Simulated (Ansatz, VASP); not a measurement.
**One calculation of Sn, two programs**

```
Sn
1.0
     3.38428    0.00000    0.00000
    -1.69214    2.93087    0.00000
     0.00000    0.00000    5.59123
Sn
2
Direct
  0.33333 0.66667 0.25000
  0.66667 0.33333 0.75000
```

Alike in both runs: functional PBE; k mesh 12 × 12 × 8; occupations gaussian, width 0.1 eV; no spin polarisation.

Ansatz relaxed the structure, and its values are those at the end. VASP's run is a single point on that final structure, the one shown.

|  | VASP | Ansatz |
| --- | --- | --- |
| version | VASP 6.6.1 | Ansatz 0.2.0 |
| potentials or method | VASP PAW PBE potentials, release 64 (Sn_d), cutoff 520 eV | scalar-relativistic, plane waves, PAW |
| valence electrons in the cell | 28 | 28 |

|  | VASP | Ansatz | Ansatz less VASP |
| --- | --- | --- | --- |
| gap on the k mesh at the Fermi level (eV) | none | none | - |
| pressure (GPa) | 0.0 | 0.0 | +0.09 |

A gap of «none» marks a metal or a gap that the smearing closes.
